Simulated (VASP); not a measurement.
Crystal: Be.

```
Be
1.0
     2.82755    0.00000    0.00000
    -1.41377    2.44873    0.00000
     0.00000    0.00000    4.66546
Be
4
Cartesian
  0.0000 1.6325 2.0411
  1.4138 0.8162 4.3739
  1.4138 0.8162 2.6243
  0.0000 1.6325 0.2916
```

```yaml
Program: VASP 6.6.1
Task: relaxation of cell and atoms
Functional: PBEsol
Potentials_or_basis: VASP PAW PBE potentials, release 64 (Be)
Cutoff: 600 eV
k_mesh: 9 × 9 × 4
Occupations: gaussian, width 0.1 eV
Spin: no spin polarisation
```

At the start: pressure 64.6 GPa; volume 8.08 Å³/atom.

**Question.** How do energy, volume and symmetry change on relaxing?

**Answer.** Over 35 steps the energy falls by 1502.2 meV/atom and the volume is 11.68 Å³/atom (+44.6 %); space group P6_3/mmc (No. 194, to 0.1 Å) before, P6/mmm (No. 191, to 0.1 Å).

Step by step:
```tsv
step	energy change (eV)	largest force (eV/Å)	pressure (GPa)	volume (Å³)
1	0.0000	0.4238	64.64	32.30
2	-3.1651	0.0020	6.98	50.05
3	-3.2858	0.0232	2.05	54.34
4	-3.3017	0.0324	0.09	56.57
5	-3.3015	0.0342	-0.37	57.15
6	-3.3286	0.2078	-0.57	57.17
7	-3.3478	0.5646	-0.57	57.16
8	-3.3639	0.6418	-0.57	57.09
9	-3.4466	0.8625	-0.91	56.87
10	-3.7417	1.3124	-2.23	56.30
11	-4.6214	2.1454	-4.69	54.72
12	-4.4808	2.5628	6.52	49.65
13	-5.1044	3.1089	-3.23	52.99
14	-5.0879	3.2862	0.48	51.31
15	-5.1626	3.2930	-1.35	52.00
16	-5.1547	3.3007	-0.97	51.84
17	-5.1571	3.2845	-0.93	51.83
18	-5.1622	3.2333	-0.78	51.78
19	-5.1621	3.1224	-0.43	51.70
20	-5.1636	3.1759	-0.60	51.74
21	-5.1705	3.1574	-0.64	51.74
22	-5.1910	3.1011	-0.73	51.73
23	-5.2308	2.9912	-0.92	51.72
24	-5.3065	2.7768	-1.28	51.71
25	-5.4423	2.3692	-1.94	51.67
26	-5.6563	1.6267	-3.03	51.60
27	-5.8856	0.3795	-4.39	51.44
28	-5.9149	0.1056	-4.68	51.36
29	-5.9158	0.1977	-4.72	51.35
30	-5.9292	0.1806	-4.48	51.01
31	-5.9631	0.1313	-3.72	50.02
32	-5.9996	0.0324	-1.90	48.06
33	-6.0016	0.0018	-1.25	47.47
34	-6.0070	0.0076	-0.59	47.07
35	-6.0087	0.0166	0.01	46.72
```

Final structure:
```
Be
1.0
     3.68571    0.00000    0.00000
    -1.84286    3.19192    0.00000
     0.00000    0.00000    3.97155
Be
4
Direct
  0.33333 0.66667 0.49985
  0.66667 0.33333 0.99985
  0.66667 0.33333 0.50015
  0.33333 0.66667 0.00015
```

Caveat: the volume moved by over 15 % at a fixed basis, so the end points are rough; the PAW data sets were made with another functional, which shifts forces and pressure a little.
